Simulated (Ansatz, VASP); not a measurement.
# One calculation of Be3AgS4, two programs

File INCAR:

```
PREC = Accurate
ENCUT = 520
EDIFF = 1E-6
ISMEAR = 0
SIGMA = 0.1
LREAL = F
LASPH = T
NELM = 100
ALGO = Normal
ISIF = 2
LWAVE = F
LCHARG = F
GGA = PE
NBANDS = 30
```

File KPOINTS:

```
regular mesh
0
Gamma
  4 4 4
```

POSCAR

```
Be3AgS4
1.0
   -3.2034862600      3.2034862600      3.2034862600
    3.2034862600     -3.2034862600      3.2034862600
    3.2034862600      3.2034862600     -3.2034862600
Be Ag S
3 1 4
Direct
    0.0000000000      0.5000000000      0.5000000000
    0.5000000000      0.0000000000      0.5000000000
    0.5000000000      0.5000000000      0.0000000000
    0.0000000000      0.0000000000      0.0000000000
    0.5000000000      0.5000000000      0.5000000000
    0.0000000000      0.0000000000      0.5000000000
    0.0000000000      0.5000000000      0.0000000000
    0.5000000000      0.0000000000      0.0000000000
```

Input for Ansatz:

```yaml
crystal:
  lattice:
    - [-3.20348626, 3.20348626, 3.20348626]
    - [3.20348626, -3.20348626, 3.20348626]
    - [3.20348626, 3.20348626, -3.20348626]
  atoms:
    - { symbol: Be, position: [0.0, 0.5, 0.5] }
    - { symbol: Be, position: [0.5, 0.0, 0.5] }
    - { symbol: Be, position: [0.5, 0.5, 0.0] }
    - { symbol: Ag, position: [0.0, 0.0, 0.0] }
    - { symbol: S, position: [0.5, 0.5, 0.5] }
    - { symbol: S, position: [0.0, 0.0, 0.5] }
    - { symbol: S, position: [0.0, 0.5, 0.0] }
    - { symbol: S, position: [0.5, 0.0, 0.0] }
basis:
  ecutwfc: 420
kpoints:
  mp_grid: { grid: [4, 4, 4] }
hamiltonian:
  xc: pbe
scf:
  occupations: { method: gaussian, width: 0.1 }
  lower_state_search: "off"
output:
  forces: true
  stress: true
  eigenvalues: true
```

Alike in both runs: task single point; functional PBE; k mesh 4 × 4 × 4; occupations gaussian, width 0.1 eV; no spin polarisation.

```csv
,VASP,Ansatz
version,VASP 6.6.1,Ansatz 0.2.0
potentials or method,"VASP PAW PBE potentials, release 64 (Be, Ag, S), cutoff 520 eV","scalar-relativistic, plane waves, PAW"
valence electrons in the cell,41,49
```

```tsv
	VASP	Ansatz	Ansatz less VASP
gap on the k mesh at the Fermi level (eV)	none	none	-
pressure (GPa)	-8.9	-8.8	+0.05
```

A gap of «none» marks a metal or a gap that the smearing closes. The functional is the same, so the differences come from potentials, cutoffs and numerics. VASP's potentials hold 41 valence electrons a cell and Ansatz's 49, so a difference there can come from the potentials and not from the codes.
